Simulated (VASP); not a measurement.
# Be (P1) in VASP: further runs, part 2 of 3

VASP 6.6.1. Earlier steps stand in the parts before.

### Step 4. Single point, PBE+D3(BJ)

INCAR

```
SYSTEM = Be
ALGO = Normal ; EDIFF = 1E-6
ENCUT = 520 ; GGA = PE
ISIF = 2 ; ISMEAR = -1
IVDW = 12 ; LASPH = .TRUE.
LCHARG = .FALSE. ; LREAL = Auto
LWAVE = .FALSE. ; NBANDS = 60
NELM = 60 ; PREC = Accurate
SIGMA = 0.24
```

KPOINTS

```
k-points
0
G
  2 2 2
  0 0 0
```

POSCAR

```
Be
1.0
    6.9826430000      0.0000000000      0.0000000000
   -3.4913210000      6.0471460000      0.0000000000
    0.0000000000      0.0000000000      7.2945340000
Be
36
Direct
    0.0156823496      0.0507842873     -0.0422782319
    0.0947374580      0.2689863946      0.2379041622
    0.0849579142     -0.0119064431      0.5012109067
    0.0995954138      0.2340773648      0.7071322171
   -0.0363943947      0.2940064619     -0.0300636065
    0.1449427994      0.5640512070      0.2590569871
   -0.0157034797      0.2881855341      0.4982772032
    0.1233115159      0.5516651988      0.7522756080
    0.0117892204      0.6420549463      0.0007814070
    0.1214366804      0.8602901269      0.2339560005
   -0.0101225957      0.6068813288      0.4748349929
    0.0908097962      0.9053857803      0.7582801040
    0.3315190663      0.0217623322      0.0163547116
    0.4075744217      0.2131418689      0.2752197741
    0.3415431043     -0.0147011499      0.4998948528
    0.3799286787      0.1900731353      0.7413633277
    0.3807349413      0.3401108556     -0.0114880539
    0.4532550773      0.5670112810      0.2827733752
    0.3853996365      0.3887949787      0.5273126426
    0.4792642598      0.6196311450      0.7168655325
    0.3257200842      0.6650740697      0.0187263504
    0.4912425869      0.9435029351      0.2834862378
    0.2760518482      0.6367135836      0.5275731116
    0.4437899612      0.8800184418      0.7425697104
    0.6357849526     -0.0246727961     -0.0157789380
    0.7828200468      0.2468271810      0.2589473159
    0.6381087360      0.0107654090      0.5622429068
    0.7673130102      0.2262389564      0.7639967132
    0.6597839729      0.3221519705     -0.0289943127
    0.7808704558      0.5424707788      0.2807992944
    0.6368507154      0.2625370712      0.5049397261
    0.7822821266      0.6286436610      0.7950199423
    0.6690361207      0.7080530220     -0.0035917305
    0.7714290888      0.9047904582      0.2401798388
    0.7248097701      0.7696192551      0.5106563353
    0.8096121797      0.9344408089      0.7589381309
```

The run is started by

```
$ cat potpaw_PBE.64/Be/POTCAR > POTCAR
$ mpirun -np 1 vasp_std > vasp.out
```

It took 4.4 min on 1 thread of Intel Xeon 8259CL, shared host; peak memory 0.41 GiB.

Results (log left out):

```yaml
Free_energy: -134.5824 eV
Pressure: -3.4 GPa
Largest_force: 4.002 eV/Å
Band_gap_on_the_k_mesh: zero (bands 36 and 37 overlap by 0.77 eV)
Dispersion_energy_per_atom: -0.328 eV
```

Forces in eV/Å, atoms in the order of the input:
```
Be   1.269 -1.109  2.505
Be   2.360 -1.709 -0.796
Be  -3.467  1.662 -1.110
Be   1.429 -0.112  2.328
Be   0.040  2.046  1.198
Be  -1.441  0.490 -0.120
Be  -1.429  0.718 -0.931
Be  -1.162 -0.255  0.967
Be  -0.829  0.208 -0.096
Be  -0.443  0.281  1.206
Be  -1.005  0.986  2.074
Be   1.622 -1.447 -0.006
Be   0.649 -0.502 -1.042
Be   0.179  0.125 -0.411
Be   0.535 -0.659  0.889
Be   1.526  0.161 -0.025
Be  -1.950  1.109  0.527
Be   0.173  0.493 -1.001
Be  -0.017 -1.228 -1.289
Be   0.527 -0.545  2.209
Be   0.469  0.076 -0.628
Be  -0.211 -1.032 -0.783
Be   2.200  0.969 -1.639
Be  -2.554 -0.174  2.540
Be  -0.023  1.678  1.148
Be   0.704 -0.237 -0.631
Be   2.429 -0.938 -2.957
Be   0.429 -0.023 -1.636
Be  -0.025  0.490  1.629
Be  -1.823  0.715 -1.381
Be  -0.924  2.950 -0.399
Be   1.198 -1.875 -2.321
Be   0.051 -1.048  1.256
Be   0.607  0.547  0.286
Be   0.331 -2.264 -0.530
Be  -1.420 -0.547 -1.029
```

Stress tensor (GPa, compression positive):
```
 0.59 -4.76 -1.55
-4.76 -5.67  0.21
-1.55  0.21 -5.07
```

Levels at points of the mesh, in eV from the Fermi level:
```tsv
k point	band 34	band 35	band 36	band 37	band 38	band 39
(0.00, 0.00, 0.00)	-0.36	-0.21	-0.11	0.02	0.20	0.41
(0.50, 0.00, 0.00)	-0.48	-0.32	-0.02	0.65	0.72	0.90
(0.00, 0.50, 0.00)	-0.71	-0.50	0.27	0.62	0.80	0.91
(0.50, 0.50, 0.00)	-0.56	-0.47	0.16	0.72	1.03	1.19
(0.00, 0.00, 0.50)	-0.91	-0.80	-0.66	-0.50	-0.39	-0.15
(0.50, 0.00, 0.50)	-1.01	-0.81	-0.74	0.62	1.00	1.26
(0.00, 0.50, 0.50)	-1.15	-0.95	-0.56	0.92	1.09	1.29
(0.50, 0.50, 0.50)	-0.89	-0.68	-0.55	0.93	1.02	1.10
```

Caveat: the k points lie up to 0.52 Å⁻¹ apart, too coarse for converged energies and pressures of a metal; forces of over 1 eV/Å act on the atoms, so gaps and moduli don't describe the material at rest.

### Step 5. Single point, PBE+D3(BJ)

INCAR

```
ALGO     = Normal         # electronic algorithm
EDIFF    = 1E-6           # SCF threshold, eV
ENCUT    = 520            # plane-wave cutoff, eV
GGA      = PE             # functional
ISIF     = 2              # what is computed and relaxed
ISMEAR   = -1             # smearing method
IVDW     = 12             # dispersion correction
LASPH    = T              # aspherical terms in the spheres
LCHARG   = T              # write CHGCAR
LELF     = T              # ELF
LREAL    = Auto         
LVHAR    = T            
LWAVE    = F              # write WAVECAR
NBANDS   = 60             # bands
NELM     = 60             # most SCF steps
PREC     = Accurate       # precision mode
SIGMA    = 0.24           # smearing width, eV
```

KPOINTS

```
k-points
0
Gamma
  2 2 2
```

POSCAR

```
Be
1.0
    6.9826430000      0.0000000000      0.0000000000
   -3.4913210000      6.0471460000      0.0000000000
    0.0000000000      0.0000000000      7.2945340000
Be
36
Direct
    0.0036062357      0.0090455894     -0.0024676011
    0.1404281235      0.1540561448      0.2375340220
    0.0664481271      0.0948877371      0.5049123083
    0.1249161992      0.2498037917      0.7770887078
    0.0197201476      0.3941198046      0.0291588195
    0.1247205550      0.4773491495      0.2606472189
   -0.0112058809      0.3214408913      0.4987021789
    0.1041187741      0.5484240003      0.7797345245
   -0.0333978463      0.6620974589      0.0106929380
    0.1085381761      0.8676324335      0.2836644534
    0.0382839855      0.6553174010      0.4972764538
    0.0952235795      0.8401153205      0.7454622872
    0.2707127122     -0.0082518266      0.0255396712
    0.4631093445      0.2249656284      0.2694894561
    0.2952905840     -0.0085329509      0.5213492733
    0.4389425477      0.2212283282      0.7761702118
    0.2956410679      0.3805596888      0.0172732076
    0.4554244100      0.5795130463      0.2631285288
    0.3670541327      0.3381264484      0.5244063569
    0.4059220812      0.5440086943      0.7737437374
    0.2926169430      0.7152134246      0.0414694071
    0.4720760372      0.9202357608      0.2497075207
    0.3842506581      0.7105004576      0.4877487719
    0.4053225467      0.8739163896      0.7772669234
    0.6446179823      0.0173966364      0.0164643828
    0.8056668924      0.2157877452      0.2373009708
    0.6697047921      0.0066477641      0.4916283891
    0.8068087123      0.2365744105      0.7530021794
    0.6595435764      0.3319251759      0.0177667278
    0.7672289455      0.5692933493      0.2405499789
    0.6827933193      0.3670822567      0.5173736938
    0.7961594395      0.5468695480      0.7108610365
    0.6546040451      0.6868364018      0.0208786469
    0.7960897811      0.8931320659      0.2458416124
    0.7366709046      0.6605264698      0.4927388096
    0.7580475409      0.8913460995      0.7656006539
```

Potentials or basis: VASP PAW PBE potentials, release 64 (Be).

The run is started by

```
$ cat potpaw_PBE.64/Be/POTCAR > POTCAR
$ mpirun -np 1 vasp_std > vasp.out
```

OUTCAR:

```text
EDIFF = 1E-6
   ENCUT = 520
   GGA = PE
   ISIF = 2
   ISMEAR = -1
   IVDW = 12
   LASPH = T
   LREAL = Auto
   NELM = 60
   PREC = Accurate
 IVDW          = 12

 ion  position               nearest neighbor table
   1  0.004  0.009  0.998-  13 1.94   2 2.01   4 2.17  34 2.21  36 2.25   9 2.31  33 2.36  17 2.37

   2  0.140  0.154  0.238-  10 1.93   3 2.01   1 2.01  14 2.06  17 2.13  34 2.17   6 2.32  13 2.35

   3  0.066  0.095  0.505-   7 1.91  19 1.94   2 2.01  15 2.06   4 2.20  10 2.38
   4  0.125  0.250  0.777-  20 2.01  17 2.06   8 2.16   1 2.17  28 2.18   3 2.20  16 2.30  19 2.37
                             5 2.38
   5  0.020  0.394  0.029-   6 1.82  17 1.98   8 2.05  26 2.06   9 2.09  21 2.10  29 2.33   4 2.38
[... 43 lines left out ...]
  32  0.796  0.547  0.711-  31 1.79  35 1.91  12 2.08  11 2.14   8 2.20  28 2.23
  33  0.655  0.687  0.021-  34 2.08  30 2.12  18 2.14  36 2.24   9 2.27  25 2.34  17 2.34  20 2.35
                             1 2.36
  34  0.796  0.893  0.246-  33 2.08  30 2.17   2 2.17   1 2.21  26 2.22  10 2.29  18 2.29  27 2.31
                            35 2.32  22 2.36  25 2.36
  35  0.737  0.661  0.493-  31 1.90  32 1.91  30 1.99  11 2.12  34 2.32
  36  0.758  0.891  0.766-  33 2.24   1 2.25  28 2.26  25 2.33  27 2.35

  LATTYP: Found a hexagonal cell.
 ALAT       =     6.9826430000
 C/A-ratio  =     1.0446666112

  Lattice vectors:

 A1 = (   6.9826430000,   0.0000000000,   0.0000000000)
 A2 = (  -3.4913210000,   6.0471460000,   0.0000000000)
 A3 = (   0.0000000000,   0.0000000000,   7.2945340000)

Analysis of symmetry for initial positions (statically):
=====================================================================
 Subroutine PRICEL returns:
 Original cell was already a primitive cell.

 Routine SETGRP: Setting up the symmetry group for a
 hexagonal supercell.

 Subroutine GETGRP returns: Found  1 space group operations
 (whereof  1 operations were pure point group operations)
 out of a pool of 24 trial point group operations.

The static configuration has the point symmetry C_1 .

Analysis of symmetry for dynamics (positions and initial velocities):
=====================================================================
 Subroutine PRICEL returns:
 Original cell was already a primitive cell.

 Routine SETGRP: Setting up the symmetry group for a
 hexagonal supercell.

 Subroutine GETGRP returns: Found  1 space group operations
 (whereof  1 operations were pure point group operations)
 out of a pool of 24 trial point group operations.

The dynamic configuration has the point symmetry C_1 .

 Subroutine INISYM returns: Found  1 space group operations
 (whereof  1 operations are pure point group operations),
 and found     1 'primitive' translations

----------------------------------------------------------------------------------------

                                     Primitive cell

  volume of cell :     308.0121

  direct lattice vectors                    reciprocal lattice vectors
     6.982643000  0.000000000  0.000000000     0.143212248  0.082683621  0.000000000
    -3.491321000  6.047146000  0.000000000     0.000000000  0.165367266  0.000000000
     0.000000000  0.000000000  7.294534000     0.000000000  0.000000000  0.137088949

  length of vectors
     6.982643000  6.982642556  7.294534000     0.165367255  0.165367266  0.137088949
[... 111 lines left out ...]
  0.500000  0.000000  0.500000      1.000000
  0.000000  0.500000  0.500000      1.000000
  0.500000  0.500000  0.500000      1.000000
   k-points           NKPTS =      8   k-points in BZ     NKDIM =      8   number of bands    NBANDS=     60
   number of dos      NEDOS =    301   number of ions     NIONS =     36
   total plane-waves  NPLWV = 157464
   dimension x,y,z NGX =    54 NGY =   54 NGZ =   54
   dimension x,y,z NGXF=   108 NGYF=  108 NGZF=  108
   ions per type =              36
   NGX,Y,Z   is equivalent  to a cutoff of  12.86, 12.86, 12.31 a.u.
   NGXF,Y,Z  is equivalent  to a cutoff of  25.71, 25.71, 24.61 a.u.
 SYSTEM =  unknown system
   PREC   = accura    normal or accurate (medium, high low for compatibility)
   ISTART =      0    job   : 0-new  1-cont  2-samecut
   ICHARG =      2    charge: 1-file 2-atom 10-const
   ISPIN  =      1    spin polarized calculation?
   LNONCOLLINEAR =      F non collinear calculations
   LSORBIT =      F    spin-orbit coupling
   LASPH  =      T    aspherical Exc in radial PAW
   ENCUT  =  520.0 eV  38.22 Ry    6.18 a.u.  12.98 12.98 13.56*2*pi/ulx,y,z
   NELM   =     60;   NELMIN=  2; NELMDL= -5     # of ELM steps
   EDIFF  = 0.1E-05   stopping-criterion for ELM
   LREAL  =      T    real-space projection
   EDIFFG = 0.1E-04   stopping-criterion for IOM
   NSW    =      0    number of steps for IOM
   IBRION =     -1    ionic relax: 0-MD 1-quasi-New 2-CG
   NFREE  =      0    steps in history (QN), initial steepest desc. (CG)
   ISIF   =      2    stress and relaxation
   ISYM   =      2    0-nonsym 1-usesym 2-fastsym
   POTIM  = 0.5000    time-step for ionic-motion
   TEBEG  =    0.0;   TEEND  =   0.0 temperature during run
   PSTRESS=    0.0 pullay stress
   NELECT =      72.0000    total number of electrons
   NUPDOWN=      -1.0000    fix difference up-down
   EMIN   =  10.00;   EMAX   =-10.00  energy-range for DOS
   EFERMI =   0.00;   METHOD = LEGACY
   ISMEAR =    -1;   SIGMA  =   0.24  broadening in eV -4-tet -1-fermi 0-gaus
   EFERMI_NEDOS =   21; number of points for ismear=-14 and -15
   IALGO  =     38    algorithm
   IMIX   =      4    mixing-type and parameters
     AMIX     =   0.40;   BMIX     =  1.00
     AMIX_MAG =   1.60;   BMIX_MAG =  1.00
  volume/ion in A,a.u.               =       8.56        57.74
  Fermi-wavevector in a.u.,A,eV,Ry     =   1.008470  1.905732 13.837289  1.017012
  Thomas-Fermi vector in A             =   2.141339
   LORBIT       =      0    0 simple, 1 ext, 2 COOP (PROOUT), +10 PAW based schemes
   GGA     = PE    functional components
   LHFCALC =     F    Hartree Fock is set to
   AEXX    =    0.0000 exact exchange contribution
   IVDW    =    12    specifies the selected vdW correction
   LEPSILON=     F    determine dielectric tensor
   LRPA    =     F    only Hartree local field effects (RPA)
 non-spin polarized calculation
  energy-cutoff  :      520.00
  volume of cell :      308.01
 maximum number of plane-waves:      8320
 NGX is ok and might be reduce to    54
   NGX = 25   NGY = 25   NGZ = 27

 number of electron      72.0000000 magnetization

 Free energy of the ion-electron system (eV)
  ---------------------------------------------------
  ext. energy  EPLUGINS =         0.00000000
  ---------------------------------------------------
  free energy    TOTEN  =      -124.94710173 eV

  energy without entropy =     -123.87728721  energy(sigma->0) =     -124.41219447

 E-fermi :   6.0504     XC(G=0): -10.3093

 val. band max:        6.0311796046   @ k =   0.0000   0.0000   0.0000
 cond. band min:       6.1008741695   @ k =   0.0000   0.0000   0.0000
 fundamental gap:      0.0696945649
 Fermi energy:         6.0503634769

 k-point     1 :       0.0000    0.0000    0.0000
  band No.  band energies     occupation
      1      -4.5841      2.00000
      2      -2.5715      2.00000
      3      -2.5272      2.00000
      4      -1.7439      2.00000
      5      -1.7124      2.00000
      6      -1.5210      2.00000
[... 397 lines left out ...]
     47       8.7408      0.00003
     48       9.0680      0.00001
 [bands above 48 left out]

------------------------ aborting loop because EDIFF is reached ----------------------------------------

 Edisp (eV)  -11.79002

 E8    (eV) :    -4.0804

  FORCE on cell =-STRESS in cart. coord.  units (eV):
  Direction    XX          YY          ZZ          XY          YZ          ZX
  --------------------------------------------------------------------------------------
  -------------------------------------------------------------------------------------
  Total     -14.94768    -2.88278   -13.41512     2.72923    -1.01846     1.23629
  in kB     -77.75288   -14.99529   -69.78103    14.19653    -5.29771     6.43077
  external pressure =      -54.18 kB  Pullay stress =        0.00 kB

 VOLUME and BASIS-vectors are now :
 -----------------------------------------------------------------------------
  energy-cutoff  :      520.00
  volume of cell :      308.01
      direct lattice vectors                 reciprocal lattice vectors
     6.982643000  0.000000000  0.000000000     0.143212248  0.082683621  0.000000000
    -3.491321000  6.047146000  0.000000000     0.000000000  0.165367266  0.000000000
     0.000000000  0.000000000  7.294534000     0.000000000  0.000000000  0.137088949

 POSITION                                       TOTAL-FORCE (eV/Angst)
 -----------------------------------------------------------------------------------
     -0.00640      0.05470      7.27653        -1.621109     -0.654685     -0.454826
      0.44270      0.93160      1.73270        -1.088429      2.415961      0.144773
      0.13270      0.57380      3.68310        -0.869554     -3.785276      0.483332
      0.00010      1.51060      5.66850        -0.339385     -0.771100     -0.970781
     -1.23830      2.38330      0.21270        -1.252825     -2.410971     -2.282593
     -0.79570      2.88660      1.90130         0.339525      1.976597      1.737049
[... 28 lines left out ...]
      2.83780      3.99430      3.59430        -2.344459      2.397254     -0.283324
      2.18120      5.39010      5.58470         0.271265     -0.186602     -0.483573
 -----------------------------------------------------------------------------------
    total drift:                               -0.002497     -0.001530      0.001063

  FREE ENERGIE OF THE ION-ELECTRON SYSTEM (eV)
  ---------------------------------------------------
  free  energy   TOTEN  =      -136.7371189839 eV

  energy  without entropy=     -135.6673044584  energy(sigma->0) =     -136.20221172
```

Run time: 4.5 min. Hardware: 1 thread of Intel Xeon 8259CL, shared host; peak memory 0.42 GiB.

Results:

* Free energy: -136.7371 eV
* Pressure: -5.4 GPa
* Largest force: 3.982 eV/Å
* Band gap on the k mesh: zero (bands 36 and 37 overlap by 0.80 eV)
* Dispersion energy per atom: -0.328 eV

Forces in eV/Å, atoms in the order of the input:
```
Be  -1.621 -0.655 -0.455
Be  -1.088  2.416  0.145
Be  -0.870 -3.785  0.483
Be  -0.339 -0.771 -0.971
Be  -1.253 -2.411 -2.283
Be   0.340  1.977  1.737
Be  -0.348  0.989  0.952
Be   0.069  0.351 -0.630
Be   0.132  0.553 -0.581
Be  -0.089 -0.638 -0.962
Be  -0.584 -0.816  0.238
Be  -1.214  1.608  0.954
Be   1.763  1.311 -0.040
Be   0.083  0.371  0.206
Be   2.028  0.860 -0.293
Be  -0.077 -0.100 -0.295
Be   2.014 -0.569  0.690
Be   1.067 -0.039 -0.104
Be  -0.635  1.411 -0.541
Be   1.321  1.524 -0.280
Be   1.146 -1.405 -0.583
Be  -0.359 -0.216  1.147
Be  -0.872 -1.354  1.078
Be   1.151  0.679 -0.770
Be   0.797 -0.371 -1.344
Be  -0.843  0.077  1.124
Be   0.148  0.786  0.581
Be  -0.924 -0.588  0.475
Be   0.278  0.522 -0.360
Be   0.299 -0.759  0.097
Be   0.921 -3.251 -2.106
Be  -0.021  0.716  3.866
Be  -0.012 -0.657 -1.132
Be  -0.333  0.024  0.723
Be  -2.344  2.397 -0.283
Be   0.271 -0.187 -0.484
```

Caveat: the k points lie up to 0.52 Å⁻¹ apart, too coarse for converged energies and pressures of a metal; the atoms stand as in a frame of molecular dynamics; forces of over 1 eV/Å act on the atoms, so gaps and moduli don't describe the material at rest.

(Continued in part 3 of 3.)

The gap in the log of VASP goes by the Fermi energy; the results here count the filled bands.